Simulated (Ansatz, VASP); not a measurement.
Two plane-wave programs on Ru

Contents of POSCAR:

```
Ru
1.0
    2.7237197275      0.0000000000      0.0000000000
   -1.3618598638      2.3588104769      0.0000000000
    0.0000000000      0.0000000000      4.3102577801
Ru
2
Direct
    0.6666666667      0.3333333333      0.7500000000
    0.3333333333      0.6666666667      0.2500000000
```

Contents of INCAR.step1:

```
SYSTEM = Ru
  PREC = Accurate
  ENCUT = 520
  EDIFF = 1E-5
  ISMEAR = -1
  SIGMA = 0.05
  LREAL = .False.
  LASPH = .True.
  NELM = 100
  ALGO = Normal
  ISIF = 2
  LWAVE = .True.
  LCHARG = .False.
  GGA = PE
  NBANDS = 21
```

The input INCAR.step2:

```
SYSTEM = Ru
  PREC = Accurate
  ENCUT = 520
  EDIFF = 1E-7
  ISMEAR = -1
  SIGMA = 0.05
  LREAL = .False.
  LASPH = .True.
  NELM = 100
  ALGO = Normal
  ISIF = 2
  LWAVE = .False.
  LCHARG = .False.
  GGA = B5
  LHFCALC = .True.
  AEXX = 0.2
  AGGAX = 0.72
  AGGAC = 0.81
  ALDAC = 0.19
  PRECFOCK = Normal
  ISTART = 1
  NBANDS = 21
```

Contents of KPOINTS:

```
regular mesh
0
Gamma
  6 6 3
  0 0 0
```

The input input.yaml:

```yaml
crystal:
  lattice:
    - [2.7237197275, 0.0, 0.0]
    - [-1.3618598638, 2.3588104769, 0.0]
    - [0.0, 0.0, 4.3102577801]
  atoms:
    - { symbol: Ru, position: [0.6666666667, 0.3333333333, 0.75] }
    - { symbol: Ru, position: [0.3333333333, 0.6666666667, 0.25] }
hamiltonian:
  xc: b3lyp5
  pseudopotentials: { kind: paw }
kpoints:
  mp_grid: { grid: [6, 6, 3] }
scf:
  occupations: { method: fermi_dirac, width: 0.05 }
output:
  forces: true
  stress: true
  eigenvalues: true
  write_density: true
  write_potential: true
  elf: true
  volumetric_format: npy
```

Alike in both runs: task single point; functional B3LYP5; k mesh 6 × 6 × 3; occupations fermi-dirac, width 0.05 eV; no spin polarisation.

|  | VASP | Ansatz |
| --- | --- | --- |
| version | VASP 6.6.1 | Ansatz 0.2.0 |
| potentials or method | VASP PAW PBE potentials, release 64 (Ru_pv) | Ansatz PAW |
| plane-wave cutoff (eV) | 520 | 420 |
| valence electrons in the cell | 28 | 32 |

```tsv
	VASP	Ansatz	Ansatz less VASP
gap on the k mesh at the Fermi level (eV)	none	none	-
pressure (GPa)	0.7	-0.3	-0.98
traceless stress, the component that is largest in VASP (GPa)	-5.63	-5.93	-0.297
```

VASP's potentials were made for PBE, not for B3LYP5. A gap of «none» marks a metal or a gap that the smearing closes. VASP's potentials hold 28 valence electrons a cell and Ansatz's 32, so a difference there can come from the potentials and not from the codes.

The k mesh is coarse, so the values compare programs but aren't converged.
